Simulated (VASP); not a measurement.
Runs of VASP 6.6.1 on Co. The structure is that of space group Pm-3m (No. 221), or close to it. The cells are those of the table. 

```csv
task,cell,cutoff (eV),gap on the mesh (eV),pressure (GPa),moment (μB)
relaxation of cell and atoms,"relaxed to 34 GPa from a = 2.148 Å, 1 atom",600,none,34.0,1.42
single point,"a = 2.182 Å, 1 atom",520,none,32.1,1.43
relaxation of cell and atoms,"relaxed to 34 GPa from a = 2.182 Å, 1 atom",600,none,34.0,1.42
single point,"a = 2.181 Å, 1 atom",520,none,(a),1.43
```

Alike in all rows: level PBEsol; potentials or basis VASP PAW PBE potentials, release 64 (Co); spin collinear, ferromagnetic start; k mesh 18 × 18 × 18; smearing fermi-dirac 0.08 eV.

Estimate the missing entries.

(a) 32.2.

Caveats: the PAW data sets were made with another functional, which shifts forces and pressure a little; the cell is relaxed towards a set pressure, so the enthalpy falls and the energy may rise (some runs).

A gap of «none» marks levels without a gap at the run's occupations.
